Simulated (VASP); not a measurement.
Input of a VASP 6.6.1 run:

INCAR

```
SYSTEM = ScPd
ALGO = Normal
EDIFF = 1E-6
ENCUT = 520
GGA = PS
ISIF = 2
ISMEAR = -1
LASPH = .True.
LCHARG = .False.
LREAL = .False.
LWAVE = .False.
NBANDS = 18
NELM = 80
PREC = Accurate
SIGMA = 0.05
```

Contents of KPOINTS:

```
k-points
0
Gamma
  11 11 11
  0 0 0
```

File POSCAR:

```
ScPd
1.0
    2.7033229212      0.0000000000      0.0000000000
    0.0000000000      2.7033229212      0.0000000000
    0.0000000000      0.0000000000      2.7033229212
Sc Pd
1 1
Direct
    0.5000000000      0.5000000000      0.5000000000
    0.0000000000      0.0000000000      0.0000000000
```

Potentials or basis: VASP PAW PBE potentials, release 64 (Sc_sv, Pd).

Command:

```bash
$ cat potpaw_PBE.64/Sc_sv/POTCAR potpaw_PBE.64/Pd/POTCAR > POTCAR
$ mpirun -np 1 vasp_std > vasp.out
```

(1) Predict the pressure.

## Answers

(1) 228.4 GPa.

Caveat: the PAW data sets were made with another functional, which shifts forces and pressure a little.
